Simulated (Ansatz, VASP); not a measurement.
# Al2Cu in VASP and in Ansatz

```
CELL_PARAMETERS angstrom
-2.05482 2.05482 3.09380
2.05482 -2.05482 3.09380
1.89126 1.89126 -3.09380
ATOMIC_POSITIONS crystal
Al 0.75000 0.25000 0.50000
Al 0.25000 0.75000 0.50000
Cu 0.50000 0.50000 0.00000
```

Change from the starting cell: strain +e along x and -e along y -0.0400, strain +e along z and -e/2 along x and y +0.0700.

Alike in both runs: task single point; functional PBE; k mesh 14 × 14 × 14; occupations gaussian, width 0.15 eV; no spin polarisation.

|  | VASP | Ansatz |
| --- | --- | --- |
| version | VASP 6.6.1 | Ansatz 0.2.0 |
| potentials or method | VASP PAW PBE potentials, release 64 (Al, Cu), cutoff 520 eV | scalar-relativistic, plane waves, PAW |
| valence electrons in the cell | 17 | 25 |

Ansatz gave:

```
gap on the k mesh at the Fermi level (eV)                     : none
pressure (GPa)                                                : 1.6
traceless stress, the component that is largest in VASP (GPa) : -5.83
```

Which values does VASP return?

gap on the k mesh at the Fermi level (eV): none; pressure (GPa): 1.7; traceless stress, the component that is largest in VASP (GPa): -5.75.

A gap of «none» marks a metal or a gap that the smearing closes. VASP's potentials hold 17 valence electrons a cell and Ansatz's 25, so a difference there can come from the potentials and not from the codes.
